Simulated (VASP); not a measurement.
Runs of VASP 6.6.1 on Ag. The structure is that of space group Im-3m (No. 229), or close to it. The cells are those of the table. 

```tsv
level	cell	k mesh	gap on the mesh (eV)	pressure (GPa)
PBE	a = 2.843 Å, angles 109.5°, 1 atom	8 × 8 × 8	none	(a)
r2SCAN	a = 2.831 Å, angles 109.5°, 1 atom	18 × 18 × 18	none	0.2
r2SCAN	a = 2.841 Å, angles 109.5°, 1 atom	18 × 18 × 18	none	-0.9
PBE	a = 2.857 Å, angles 109.5°, 1 atom	8 × 8 × 8	none	-0.1
```

Alike in all rows: task single point; potentials or basis VASP PAW PBE potentials, release 64 (Ag); no spin polarisation; cutoff (eV) 520; smearing gaussian 0.05 eV.

Task: Estimate the missing entries.

Result: (a) 1.3.

Caveats: the PAW data sets were made with another functional, which shifts forces and pressure a little (some runs).

A k mesh can miss the band edges, and the runs leave out spin-orbit coupling on Ag.

A gap of «none» marks levels without a gap at the run's occupations.
